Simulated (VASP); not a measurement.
Sb, 4 atoms in the cell. The cell holds a slab with vacuum, 4 atoms: a = 4.069 Å, b = 4.069 Å, c = 20.800 Å, α = 90.00°, β = 90.00°, γ = 120.00°. 

```yaml
Program: VASP 6.6.1
Task: single point
Functional: PBE
Dispersion: D3(BJ)
Potentials_or_basis: VASP PAW PBE potentials, release 64 (Sb)
Cutoff: 520 eV
k_mesh: 9 × 9 × 1
Occupations: gaussian, width 0.05 eV
Spin: no spin polarisation
Dipole_correction: yes
Further_INCAR_settings: ALGO = Normal; EDIFF = 1e-07; NBANDS = 18
```

Potentials or basis: VASP PAW PBE potentials, release 64 (Sb).

Run with:

```bash
$ cat potpaw_PBE.64/Sb/POTCAR > POTCAR
$ mpirun -np 1 vasp_std > vasp.out
```

Hardware: 1 thread of AMD EPYC 7R13 (shared host).

Task: How long does it take, and how much memory?

Result: It took 5.7 min on 1 thread of AMD EPYC 7R13, with other jobs on the host, peak memory 0.4 GiB. Counts: scf iterations 19, k points 25.
